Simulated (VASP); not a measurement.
Bi, 1 atom in the cell. It takes space group Fm-3m (No. 225, cubic). Conventional cell: a = 5.212 Å, b = 5.212 Å, c = 5.212 Å, α = 90.00°, β = 90.00°, γ = 90.00°. Bi (site symmetry m-3m) has 12 Bi at 3.69 Å within 4.8 Å. 

- Program: VASP 6.6.1
- Task: single point
- Functional: PBE
- Potentials or basis: VASP PAW PBE potentials, release 64 (Bi_d)
- Cutoff: 520 eV
- k mesh: 6 × 6 × 6
- Occupations: gaussian, width 0.05 eV
- Spin: no spin polarisation
- Dipole correction: no
- Further INCAR settings: ALGO = Normal; EDIFF = 1e-06; NBANDS = 14

Potentials or basis: VASP PAW PBE potentials, release 64 (Bi_d).

Run with:

```bash
$ cat potpaw_PBE.64/Bi_d/POTCAR > POTCAR
$ mpirun -np 1 vasp_std > vasp.out
```

Hardware: 1 thread of Intel Xeon 6975P-C, with other jobs on the host.

Estimate the wall time of this run.

Run time: 9 s on 1 thread of Intel Xeon 6975P-C (shared host), peak memory 0.15 GiB. Counts: scf iterations 11, k points 16.
